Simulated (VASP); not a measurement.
A run of VASP 6.6.1 is set up as follows.

INCAR

```
  PREC = Accurate
  ENCUT = 520
  EDIFF = 1E-6
  ISMEAR = 0
  SIGMA = 0.05
  LREAL = F
  LASPH = T
  NELM = 150
  ALGO = Normal
  ISIF = 2
  LWAVE = F
  LCHARG = F
  ISPIN = 2
  MAGMOM = 0 0 0 0 0 0 2
  LORBIT = 11
  LDIPOL = T
  IDIPOL = 3
  DIPOL = 0.5 0.5 0.358
  GGA = PE
  NBANDS = 27
```

File KPOINTS:

```
regular mesh
0
Gamma
  9 9 1
```

File POSCAR:

```
Si4C3
1.0
    3.0967389913      0.0000000000      0.0000000000
   -1.5483694956      2.6818546353      0.0000000000
    0.0000000000      0.0000000000     21.1135575009
C Si
3 4
Direct
    0.0000000000      0.0000000000      0.1894517302
    0.3333333333      0.6666666666      0.3092078063
    0.6666666667      0.3333333334      0.4307637748
    0.3333333333      0.6666666666      0.2193907492
    0.6666666667      0.3333333334      0.3368742035
    0.0000000000      0.0000000000      0.4553262756
    0.3333333333      0.1666666666      0.5674107719
```

Potentials or basis: VASP PAW PBE potentials, release 64 (C, Si).

The run is started by

```sh
$ cat potpaw_PBE.64/C/POTCAR potpaw_PBE.64/Si/POTCAR > POTCAR
$ mpirun -np 1 vasp_std > vasp.out
```

Q: Predict the site moments.

A: C -0.37, -0.07, -0.01; Si +0.01, -0.00, +0.00 (each value once) μB.

Q: Predict the largest force.

A: 3.131 eV/Å.

Q: Predict the net moment.

A: -0.91 μB per cell.

Forces in eV/Å, atoms in the order of the input:
```
C   -0.006 -0.004  2.521
C    0.022  0.013  0.212
C    0.175  0.101 -2.055
Si   0.010  0.006 -3.131
Si   0.069  0.040  0.834
Si   0.309  0.178  1.644
Si  -0.579 -0.334 -0.026
```

Caveat: a moment this small can come from the mesh or the smearing.
